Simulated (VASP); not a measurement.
KTmI4: single point with PBE

KTmI4:

```xyz
12
Lattice="0.0073 4.5287 -0.0050 -0.4117 -0.0098 8.2778 15.2006 0.0212 -0.1614" Properties=species:S:1:pos:R:3 pbc="T T T"
K     3.6159    2.2645    4.0876
K    11.1701    2.2781    4.0375
Tm   -0.0009   -0.0024    0.0036
Tm    7.6105    4.5395   -0.0918
I     1.3447    2.2487    7.2029
I     8.9805    2.2615    7.1650
I     5.8218    2.2790    0.9327
I    13.4506    2.2873    0.9154
I     5.7426   -0.0003    5.6258
I    13.2666    0.0114    5.5959
I     1.5158    0.0005    2.5302
I     9.0560    0.0144    2.4765
```

* Program: VASP 6.6.1
* Task: single point
* Functional: PBE
* Potentials or basis: VASP PAW PBE potentials, release 64 (K_sv, Tm_3, I), 4f in core
* Cutoff: 500 eV
* k mesh: 4 × 2 × 1
* Occupations: gaussian, width 0.1 eV
* Spin: no spin polarisation

| Quantity | Value |
| --- | --- |
| Pressure | 0.1 GPa |
| Largest force | 0.040 eV/Å |
| Band gap on the k mesh | 2.55 eV |

Forces in eV/Å, atoms in the order of the input:
```
K    0.010  0.000  0.007
K   -0.007 -0.001 -0.011
Tm  -0.004  0.001 -0.001
Tm   0.000  0.000  0.003
I    0.033  0.000 -0.017
I    0.032  0.000 -0.018
I   -0.033  0.001  0.023
I   -0.033  0.001  0.018
I   -0.021  0.000 -0.027
I   -0.006 -0.001 -0.023
I    0.010  0.000  0.024
I    0.019 -0.001  0.023
```

Stress tensor (GPa, compression positive):
```
0.08 0.00 0.00
0.00 0.19 0.00
0.00 0.00 0.07
```

Levels at points of the mesh, in eV from the valence-band top:
| k point | band 42 | band 43 | band 44 | band 45 | band 46 | band 47 | band 48 | band 49 | band 50 | band 51 |
| --- | --- | --- | --- | --- | --- | --- | --- | --- | --- | --- |
| (0.00, 0.00, 0.00) | -0.24 | -0.20 | -0.10 | -0.10 | 0.00 | 2.55 | 2.58 | 3.73 | 3.76 | 3.78 |
| (0.50, 0.00, 0.00) | -0.61 | -0.59 | -0.33 | -0.27 | -0.13 | 3.38 | 3.40 | 3.50 | 3.74 | 3.75 |
| (0.00, 0.50, 0.00) | -0.31 | -0.10 | -0.06 | -0.06 | -0.01 | 2.57 | 2.58 | 3.74 | 3.80 | 3.83 |
| (0.50, 0.50, 0.00) | -0.54 | -0.51 | -0.45 | -0.36 | -0.32 | 3.29 | 3.40 | 3.42 | 3.43 | 3.74 |

It took 4.2 min on 1 thread of Intel(R) Xeon(R) 6975P-C (Granite Rapids), on a shared host, peak memory 0.6 GiB.

Caveat: spin-orbit coupling is left out, which moves the levels of the heavy elements; an odd mesh through Γ misses points on the zone boundary, where band edges can lie; the 4f electrons are frozen in the core, so they carry no moment and show no levels.
